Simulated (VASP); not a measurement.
Here is a VASP 6.6.1 calculation.

File INCAR:

```
ALGO     = Normal         # electronic algorithm
EDIFF    = 1E-8           # SCF threshold, eV
ENCUT    = 520            # plane-wave cutoff, eV
GGA      = PE             # functional
ISIF     = 2              # what is computed and relaxed
ISMEAR   = -1             # smearing method
LASPH    = T              # aspherical terms in the spheres
LCHARG   = F              # write CHGCAR
LEFG     = T            
LREAL    = F              # projectors in reciprocal space
LWAVE    = F              # write WAVECAR
NBANDS   = 19             # bands
NELM     = 60             # most SCF steps
PREC     = Accurate       # precision mode
SIGMA    = 0.05           # smearing width, eV
```

The input KPOINTS:

```
k-points
0
Gamma
  12 12 7
```

The input POSCAR:

```
Zr
1.0
    3.2606839019      0.0000000000      0.0000000000
   -1.6303419510      2.8238350928      0.0000000000
    0.0000000000      0.0000000000      5.2064741108
Zr
2
Direct
    0.3333333333      0.6666666667      0.2500000000
    0.6666666667      0.3333333333      0.7500000000
```

Potentials or basis: VASP PAW PBE potentials, release 64 (Zr_sv).

Run with:

```console
$ cat potpaw_PBE.64/Zr_sv/POTCAR > POTCAR
$ mpirun -np 1 vasp_std > vasp.out
```

(1) Estimate the pressure.

(2) What does it give for the band gap on the k mesh?

Results:

(1) -2.1 GPa.

(2) zero (band 12 reaches 9.53 eV, above the bottom of band 13 at 8.44 eV).

Caveat: without QUAD_EFG the Cq values of the log hold for a quadrupole moment of 1 mb, not for the nuclei.
